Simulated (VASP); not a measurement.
MnS: single point with r2SCAN

Crystal: MnS.

```xyz
2
Lattice="0.0000 2.8000 2.8000 2.8000 0.0000 2.8000 2.8000 2.8000 0.0000" Properties=species:S:1:pos:R:3 pbc="T T T"
Mn    0.0000    0.0000    0.0000
S     1.4000    1.4000    1.4000
```

```json
{"Program": "VASP 6.6.1", "Task": "single point", "Functional": "r2SCAN", "Potentials or basis": "VASP PAW PBE potentials, release 64 (Mn_pv, S)", "Cutoff": "520 eV", "k mesh": "10 × 10 × 10", "Occupations": "fermi-dirac, width 0.15 eV", "Spin": "collinear spin, ferromagnetic start", "Starting moments": "[2.8, 0.0] μB"}
```

The pressure is 1.7 GPa and the band gap on the k mesh is 0.57 eV (least direct gap 1.24 eV). The net moment is 4.99 μB per cell and the site moments are Mn +4.46; S +0.07 μB. The valence electrons inside the program's atomic spheres are Mn 11.36; S 3.80.

Levels at points of the mesh, in eV from the valence-band top:
Spin up:
```
           k point  band 8  band 9  band 10  band 11  band 12  band 13  band 14  band 15  band 16  band 17
(0.00, 0.00, 0.00)   -3.72   -3.72     0.00     0.00     0.00     1.24     6.17     6.17     6.17    11.05
(0.50, 0.00, 0.00)   -3.62   -3.62    -3.41    -1.04    -1.04     3.21     6.55     6.55     7.21    11.43
(0.50, 0.50, 0.00)   -3.68   -3.52    -3.13    -2.51    -2.51     2.88     4.50     9.61    11.32    11.32
```
Spin down:
```
           k point  band 3  band 4  band 5  band 6  band 7  band 8  band 9  band 10  band 11  band 12
(0.00, 0.00, 0.00)  -46.97  -14.20   -3.32   -3.32   -3.32    1.75    1.75     2.52     3.95     3.95
(0.50, 0.00, 0.00)  -46.97  -13.53   -5.34   -3.28   -3.28    1.75    1.90     1.90     2.89     2.89
(0.50, 0.50, 0.00)  -46.97  -13.31   -5.22   -3.47   -3.47    0.57    1.67     2.24     2.24     2.29
```

It took 6.1 min on 1 thread of Intel(R) Xeon(R) Platinum 8259CL CPU @ 2.50GHz (Skylake/Cascade Lake) (shared host), peak memory 0.23 GiB.

Caveat: the PAW data sets were made with another functional, which shifts forces and pressure a little; a cell with one magnetic atom can't hold antiferromagnetic order, which such compounds often take. r2SCAN opens gaps a little over a GGA but as a rule still falls short of measured ones.
